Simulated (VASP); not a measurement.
# Au (C2/m) in VASP: single point with PBE

Aim: the single point of Au with PBE.

Everything below comes from runs of VASP 6.6.1. Logs are shortened: lines on timing, memory, paths and dates and some standing lists are left out, and cuts for length are marked.

**1. The cell of the first run**

It takes space group C2/m (No. 12, monoclinic). The conventional cell has a = 4.684 Å, b = 3.218 Å, c = 2.880 Å, α = 90.00°, β = 120.80°, γ = 90.00°. Within 3.7 Å of Au (site symmetry 2/m) lie 12 Au at 2.84 to 3.22 Å.

**2. Single point, PBE**

Contents of INCAR:

```
SYSTEM = Au
  ALGO = Fast
  EDIFF = 1E-7
  ENCUT = 520
  GGA = PE
  ISIF = 2
  ISMEAR = 0
  LASPH = .TRUE.
  LCHARG = .FALSE.
  LREAL = .FALSE.
  LWAVE = .FALSE.
  NBANDS = 30
  NELM = 100
  PREC = Accurate
  SIGMA = 0.1
```

Contents of KPOINTS:

```
k-points
0
G
  7 7 15
  0 0 0
```

Contents of POSCAR:

```
Au
1.0
    6.1510164499      0.0006846236     -0.1171400818
   -2.7837574327      5.4850431531      0.1171400817
   -1.5316713539      0.9401731890      2.2506787004
Au
4
Direct
    0.0000000000      0.5000000000      0.0000000000
    0.5000000000      0.5000000000      0.0000000000
    0.0000000000      0.0000000000      0.0000000000
    0.5000000000      0.0000000000      0.0000000000
```

Potentials or basis: VASP PAW PBE potentials, release 64 (Au).

Run with:

```bash
$ cat potpaw_PBE.64/Au/POTCAR > POTCAR
$ mpirun -np 1 vasp_std > vasp.out
```

OUTCAR:

```text
SYSTEM = Au
   EDIFF = 1E-7
   ENCUT = 520
   GGA = PE
   ISIF = 2
   ISMEAR = 0
   LASPH = .TRUE.
   LREAL = .FALSE.
   NELM = 100
   PREC = Accurate

 ion  position               nearest neighbor table
   1  0.000  0.500  0.000-   2 2.84   2 2.84   3 2.84   3 2.84   3 3.08   3 3.08   2 3.08   2 3.08
                             4 3.22   4 3.22
   2  0.500  0.500  0.000-   1 2.84   1 2.84   4 2.84   4 2.84   4 3.08   4 3.08   1 3.08   1 3.08
                             3 3.22   3 3.22
   3  0.000  0.000  0.000-   4 2.84   4 2.84   1 2.84   1 2.84   1 3.08   1 3.08   4 3.08   4 3.08
                             2 3.22   2 3.22
   4  0.500  0.000  0.000-   3 2.84   3 2.84   2 2.84   2 2.84   2 3.08   2 3.08   3 3.08   3 3.08
                             1 3.22   1 3.22
[... 9 lines left out ...]
 A1 = (   1.2520860788,  -4.5448699641,   2.1335386187)
 A2 = (   4.6193450960,   0.9408578126,   2.1335386186)
 A3 = (  -1.5316713539,   0.9401731890,   2.2506787004)

Analysis of symmetry for initial positions (statically):
=====================================================================
 Subroutine PRICEL returns following result:

  LATTYP: Found a base centered monoclinic cell.
 ALAT       =     4.6835304670
 B/A-ratio  =     0.6871676883
 C/A-ratio  =     0.6149614122
 COS(beta)  =    -0.5120040409

  Lattice vectors:

 A1 = (   0.1397926376,   1.8023483876,  -2.1921086595)
 A2 = (  -1.5438368711,  -0.9405155008,  -2.1921086595)
 A3 = (  -1.5316713539,   0.9401731890,   2.2506787004)

   4 primitive cells build up your supercell.

 Routine SETGRP: Setting up the symmetry group for a
 base centered monoclinic supercell.

 Subroutine GETGRP returns: Found  4 space group operations
 (whereof  4 operations were pure point group operations)
 out of a pool of  4 trial point group operations.

The static configuration has the point symmetry C_2h.

Analysis of symmetry for dynamics (positions and initial velocities):
=====================================================================
 Subroutine PRICEL returns following result:

  LATTYP: Found a base centered monoclinic cell.
 ALAT       =     4.6835304670
 B/A-ratio  =     0.6871676883
 C/A-ratio  =     0.6149614122
 COS(beta)  =    -0.5120040409

  Lattice vectors:

 A1 = (   0.1397926376,   1.8023483876,  -2.1921086595)
 A2 = (  -1.5438368711,  -0.9405155008,  -2.1921086595)
 A3 = (  -1.5316713539,   0.9401731890,   2.2506787004)
[... 101 lines left out ...]
   ICHARG =      2    charge: 1-file 2-atom 10-const
   ISPIN  =      1    spin polarized calculation?
   LNONCOLLINEAR =      F non collinear calculations
   LSORBIT =      F    spin-orbit coupling
   LASPH  =      T    aspherical Exc in radial PAW
   ENCUT  =  520.0 eV  38.22 Ry    6.18 a.u.  11.44 11.44  5.36*2*pi/ulx,y,z
   NELM   =    100;   NELMIN=  2; NELMDL= -5     # of ELM steps
   EDIFF  = 0.1E-06   stopping-criterion for ELM
   LREAL  =      F    real-space projection
   EDIFFG = 0.1E-05   stopping-criterion for IOM
   NSW    =      0    number of steps for IOM
   IBRION =     -1    ionic relax: 0-MD 1-quasi-New 2-CG
   NFREE  =      0    steps in history (QN), initial steepest desc. (CG)
   ISIF   =      2    stress and relaxation
   ISYM   =      2    0-nonsym 1-usesym 2-fastsym
   POTIM  = 0.5000    time-step for ionic-motion
   TEBEG  =    0.0;   TEEND  =   0.0 temperature during run
   PSTRESS=    0.0 pullay stress
   NELECT =      44.0000    total number of electrons
   NUPDOWN=      -1.0000    fix difference up-down
   EMIN   =  10.00;   EMAX   =-10.00  energy-range for DOS
   EFERMI =   0.00;   METHOD = LEGACY
   ISMEAR =     0;   SIGMA  =   0.10  broadening in eV -4-tet -1-fermi 0-gaus
   EFERMI_NEDOS =   21; number of points for ismear=-14 and -15
   IALGO  =     68    algorithm
   IMIX   =      4    mixing-type and parameters
     AMIX     =   0.40;   BMIX     =  1.00
     AMIX_MAG =   1.60;   BMIX_MAG =  1.00
  volume/ion in A,a.u.               =      18.65       125.83
  Fermi-wavevector in a.u.,A,eV,Ry     =   1.373021  2.594634 25.649538  1.885188
  Thomas-Fermi vector in A             =   2.498576
   LORBIT       =      0    0 simple, 1 ext, 2 COOP (PROOUT), +10 PAW based schemes
   GGA     = PE    functional components
   LHFCALC =     F    Hartree Fock is set to
   AEXX    =    0.0000 exact exchange contribution
   IVDW    =     0    specifies the selected vdW correction
   LEPSILON=     F    determine dielectric tensor
   LRPA    =     F    only Hartree local field effects (RPA)
 non-spin polarized calculation
 RMM-DIIS sequential band-by-band and
 Gauss-broadening in eV      SIGMA  =   0.10
  energy-cutoff  :      520.00
  volume of cell :       74.58
 maximum number of plane-waves:      2031
 NGX is ok and might be reduce to    48
   NGX = 23   NGY = 23   NGZ = 11

 number of electron      44.0000005 magnetization

 Free energy of the ion-electron system (eV)
  ---------------------------------------------------
  ext. energy  EPLUGINS =         0.00000000
  ---------------------------------------------------
  free energy    TOTEN  =       -12.74964581 eV

  energy without entropy =      -12.74264746  energy(sigma->0) =      -12.74614663

 E-fermi :   8.0540     XC(G=0): -12.1679

 val. band max:        8.0501617236   @ k =   0.1429   0.2857   0.4000
 cond. band min:       8.0607308481   @ k =   0.1429   0.0000   0.2000
 fundamental gap:      0.0105691245
 Fermi energy:         8.0539721537

 k-point     1 :       0.0000    0.0000    0.0000
  band No.  band energies     occupation
      1      -0.9094      2.00000
      2       1.3461      2.00000
      3       1.3461      2.00000
      4       1.7490      2.00000
      5       1.9980      2.00000
      6       3.0493      2.00000
[... 781 lines left out ...]
     29      19.3121      0.00000
     30      22.0778      0.00000

 [... further k-points ...]
[... 5 lines left out ...]
  --------------------------------------------------------------------------------------
  -------------------------------------------------------------------------------------
  Total       -1.9013236     -1.7304675     -0.0803486      0.1682787     -0.0299399      0.0487763
  in kB      -40.8433525    -37.1731022     -1.7260119      3.6148858     -0.6431548      1.0477896
  external PRESSURE =     -26.5808222 kB  Pullay stress =       0.0000000 kB

 VOLUME and BASIS-vectors are now :
 -----------------------------------------------------------------------------
  energy-cutoff  :      520.00
  volume of cell :       74.58
      direct lattice vectors                 reciprocal lattice vectors
     6.151016450  0.000684624 -0.117140082     0.164042560  0.081598327  0.077551154
    -2.783757433  5.485043153  0.117140082    -0.001497278  0.183210280 -0.077551154
    -1.531671354  0.940173189  2.250678700     0.008615779 -0.005288552  0.452382962

 POSITION                                       TOTAL-FORCE (eV/Angst)
 -----------------------------------------------------------------------------------
     -1.39188      2.74252      0.05857        -0.000000      0.000000     -0.000000
      1.68363      2.74286     -0.00000         0.000000     -0.000000      0.000000
      0.00000      0.00000      0.00000         0.000000      0.000000     -0.000000
      3.07551      0.00034     -0.05857         0.000000     -0.000000     -0.000000
 -----------------------------------------------------------------------------------
    total drift:                               -0.000000      0.000000      0.000000

  FREE ENERGIE OF THE ION-ELECTRON SYSTEM (eV)
  ---------------------------------------------------
  free  energy   TOTEN  =       -12.7496458066 eV

  energy  without entropy=      -12.7426474578  energy(sigma->0) =      -12.74614663
```

OSZICAR:

```text
N       E                     dE             d eps       ncg     rms          rms(c)
DAV:   1     0.281749597518E+03    0.28175E+03   -0.22567E+04 12784   0.140E+03
DAV:   2    -0.683313359031E+01   -0.28858E+03   -0.27315E+03 13736   0.312E+02
DAV:   3    -0.137759724786E+02   -0.69428E+01   -0.68671E+01 14486   0.481E+01
DAV:   4    -0.138218099838E+02   -0.45838E-01   -0.45827E-01 13806   0.413E+00
DAV:   5    -0.138222533545E+02   -0.44337E-03   -0.44337E-03 14568   0.448E-01    0.145E+01
RMM:   6    -0.128059491268E+02    0.10163E+01   -0.23247E+00 12720   0.927E+00    0.959E+00
RMM:   7    -0.127567009828E+02    0.49248E-01   -0.30998E-01 12889   0.331E+00    0.476E+00
RMM:   8    -0.127502870477E+02    0.64139E-02   -0.37053E-02 12996   0.118E+00    0.835E-01
RMM:   9    -0.127496018441E+02    0.68520E-03   -0.41350E-03 13414   0.382E-01    0.188E-01
RMM:  10    -0.127496722178E+02   -0.70374E-04   -0.50280E-04 13640   0.112E-01    0.163E-01
RMM:  11    -0.127496439711E+02    0.28247E-04   -0.13020E-04 13511   0.723E-02    0.255E-02
RMM:  12    -0.127496454109E+02   -0.14399E-05   -0.11846E-05 13615   0.200E-02    0.138E-02
RMM:  13    -0.127496453191E+02    0.91886E-07   -0.14466E-06 12782   0.625E-03    0.589E-03
RMM:  14    -0.127496459291E+02   -0.61009E-06   -0.42546E-07  9797   0.304E-03    0.234E-03
RMM:  15    -0.127496458213E+02    0.10787E-06   -0.78888E-08  8199   0.156E-03    0.731E-04
RMM:  16    -0.127496458066E+02    0.14692E-07   -0.18828E-08  6869   0.741E-04
   1 F= -.12749646E+02 E0= -.12746147E+02  d E =-.699835E-02
```

stdout:

```text
POSCAR found type information on POSCAR Au
 POSCAR found :  1 types and       4 ions
 scaLAPACK will be used
 LDA part: xc-table for (Slater+PW92), standard interpolation
 POSCAR, INCAR and KPOINTS ok, starting setup
 FFT: planning ... GRIDC
 FFT: planning ... GRID_SOFT
 FFT: planning ... GRID
 WAVECAR not read
 entering main loop
```

Wall time 11 min (1 thread of Intel Xeon 8259CL, shared host); peak memory 0.48 GiB.

What came out:

```
Free energy            : -12.7496 eV
Pressure               : -2.7 GPa
Band gap on the k mesh : zero (band 22 reaches 10.56 eV, above the bottom of band 23 at 6.01 eV)
```

Caveat: spin-orbit coupling is left out, which moves the levels of the heavy elements.
